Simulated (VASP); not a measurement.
Here is a VASP 6.6.1 calculation.

The input POSCAR:

```
TiO2
1.0
    4.6429145198      0.0000000000      0.0000000000
    0.0000000000      4.6429145198      0.0000000000
    0.0000000000      0.0000000000      2.9357781327
Ti O
2 4
Direct
    0.0000000000      0.0000000000      0.0000000000
    0.5000000000      0.5000000000      0.5000000000
    0.3051672738      0.3051672738      0.0000000000
    0.1948327262      0.8051672738      0.5000000000
    0.6948327262      0.6948327262      0.0000000000
    0.8051672738      0.1948327262      0.5000000000
```

File INCAR.step1:

```
PREC     = Accurate       # precision mode
ENCUT    = 520            # plane-wave cutoff, eV
ISMEAR   = 0              # smearing method
SIGMA    = 0.01           # smearing width, eV
LREAL    = False          # projectors in reciprocal space
LASPH    = True           # aspherical terms in the spheres
NELM     = 80             # most SCF steps
NBANDS   = 33             # bands
GGA      = PE             # functional
ALGO     = Normal         # electronic algorithm
EDIFF    = 1E-4           # SCF threshold, eV
LWAVE    = True           # write WAVECAR
LCHARG   = False          # write CHGCAR
```

INCAR.step2

```
PREC     = Accurate       # precision mode
ENCUT    = 520            # plane-wave cutoff, eV
EDIFF    = 1E-6           # SCF threshold, eV
ISMEAR   = 0              # smearing method
SIGMA    = 0.01           # smearing width, eV
LREAL    = False          # projectors in reciprocal space
LASPH    = True           # aspherical terms in the spheres
NELM     = 80             # most SCF steps
ALGO     = Normal         # electronic algorithm
ISIF     = 2              # what is computed and relaxed
LWAVE    = False          # write WAVECAR
LCHARG   = False          # write CHGCAR
METAGGA  = R2SCAN         # meta-GGA
LMIXTAU  = True         
NBANDS   = 33             # bands
ISTART   = 1
```

File KPOINTS:

```
regular mesh
0
Gamma
  4 4 6
```

Potentials or basis: VASP PAW PBE potentials, release 64 (Ti_sv, O).

The run is started by

```sh
$ cat potpaw_PBE.64/Ti_sv/POTCAR potpaw_PBE.64/O/POTCAR > POTCAR
$ cp INCAR.step1 INCAR
$ mpirun -np 1 vasp_std > vasp.out
$ cp INCAR.step2 INCAR
$ mpirun -np 1 vasp_std > vasp.out
```

Q: Estimate the band gap on the k mesh.

A: 2.24 eV, direct.

Q: Predict the pressure.

A: -1.3 GPa.

Q: What does it give for the largest force?

A: 0.043 eV/Å.

Stress tensor (GPa, compression positive):
```
-2.74  0.00  0.00
 0.00 -2.74  0.00
 0.00  0.00  1.72
```

Caveat: the cell differs from its parent crystal (in-plane strain +0.01, then relaxed in part); the PAW data sets were made with another functional, which shifts forces and pressure a little. A k mesh can miss the band edges.
